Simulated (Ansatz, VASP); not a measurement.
Two plane-wave programs on Pd

File INCAR:

```
SYSTEM = Pd
PREC = Accurate
ENCUT = 520
EDIFF = 1E-6
ISMEAR = -1
SIGMA = 0.05
LREAL = .False.
LASPH = .True.
NELM = 80
ALGO = Normal
ISIF = 2
LWAVE = .False.
LCHARG = .True.
LELF = .True.
LVHAR = .True.
NBANDS = 17
```

File KPOINTS:

```
Automatic mesh
0
Gamma
  6 6 4
  0 0 0
```

File POSCAR:

```
Pd
1.0
    2.7836650458      0.0000000000      0.0000000000
   -1.3918325229      2.4107246453      0.0000000000
    0.0000000000      0.0000000000      4.6288930000
Pd
2
Direct
    0.3333333333      0.6666666667      0.2500000000
    0.6666666667      0.3333333333      0.7500000000
```

File input.yaml:

```yaml
crystal:
  lattice:
    - [2.7836650458, 0.0, 0.0]
    - [-1.3918325229, 2.4107246453, 0.0]
    - [0.0, 0.0, 4.628893]
  atoms:
    - { symbol: Pd, position: [0.3333333333, 0.6666666667, 0.25] }
    - { symbol: Pd, position: [0.6666666667, 0.3333333333, 0.75] }
hamiltonian:
  xc: lda
  pseudopotentials: { kind: paw }
kpoints:
  mp_grid: { grid: [6, 6, 4] }
  band_path:
    path:
      - [[0.0, 0.0, 0.0], [0.5, 0.0, 0.0], [0.3333333333, 0.3333333333, 0.0], [0.0, 0.0, 0.0], [0.0, 0.0, 0.5], [0.5, 0.0, 0.5], [0.3333333333, 0.3333333333, 0.5], [0.0, 0.0, 0.5]]
      - [[0.5, 0.0, 0.5], [0.5, 0.0, 0.0]]
      - [[0.3333333333, 0.3333333333, 0.0], [0.3333333333, 0.3333333333, 0.5]]
    npoints: 14
scf:
  occupations: { method: fermi_dirac, width: 0.05 }
  n_extra_bands: 6
output:
  forces: true
  stress: true
  eigenvalues: true
  fatbands: true
```

Alike in both runs: functional LDA; k mesh 6 × 6 × 4; occupations fermi-dirac, width 0.05 eV; no spin polarisation.

|  | VASP | Ansatz |
| --- | --- | --- |
| version | VASP 6.6.1 | Ansatz 0.2.0 |
| potentials or method | VASP PAW LDA potentials, release 64 (Pd) | Ansatz PAW |
| plane-wave cutoff (eV) | 520 | 420 |
| valence electrons in the cell | 20 | 36 |
| task | single point | band structure |

|  | VASP | Ansatz | Ansatz less VASP |
| --- | --- | --- | --- |
| gap on the k mesh at the Fermi level (eV) | none | none | - |
| pressure (GPa) | -16.0 | -16.2 | -0.21 |
| traceless stress, the component that is largest in VASP (GPa) | 1.65 | 1.74 | +0.093 |

LDA's correlation is that of Perdew and Zunger in VASP and of Perdew and Wang (1992) in Ansatz. A gap of «none» marks a metal or a gap that the smearing closes. VASP's potentials hold 20 valence electrons a cell and Ansatz's 36, so a difference there can come from the potentials and not from the codes.

The k mesh is coarse, so the values compare programs but aren't converged.
